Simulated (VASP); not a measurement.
Input of a VASP 6.6.1 run:

INCAR

```
PREC = Accurate
ENCUT = 500
EDIFF = 1E-6
ISMEAR = 0
SIGMA = 0.2
LREAL = False
LASPH = True
NELM = 120
ALGO = Normal
ISIF = 2
LWAVE = False
LCHARG = False
GGA = PE
NBANDS = 52
GGA_COMPAT = False
```

The input KPOINTS:

```
Automatic mesh
0
Gamma
  3 3 3
```

The input POSCAR:

```
GeIrPt6
1.0
    0.0000000000      3.9513271210      3.9513271210
    3.9513271210      0.0000000000      3.9513271210
    3.9513271210      3.9513271210      0.0000000000
Ge Ir Pt
1 1 6
Direct
    0.0000000000      0.0000000000      0.0000000000
    0.5000000000      0.5000000000      0.5000000000
    0.5000000000      0.0000000000      0.0000000000
    0.0000000000      0.5000000000      0.5000000000
    0.0000000000      0.5000000000      0.0000000000
    0.5000000000      0.0000000000      0.5000000000
    0.0000000000      0.0000000000      0.5000000000
    0.5000000000      0.5000000000      0.0000000000
```

Potentials or basis: VASP PAW PBE potentials, release 64 (Ge_d, Ir, Pt).

Run with:

```console
$ cat potpaw_PBE.64/Ge_d/POTCAR potpaw_PBE.64/Ir/POTCAR potpaw_PBE.64/Pt/POTCAR > POTCAR
$ mpirun -np 1 vasp_std > vasp.out
```

**Question.** Estimate the pressure.

**Answer.** -0.3 GPa.

Caveat: the k points lie up to 0.46 Å⁻¹ apart.
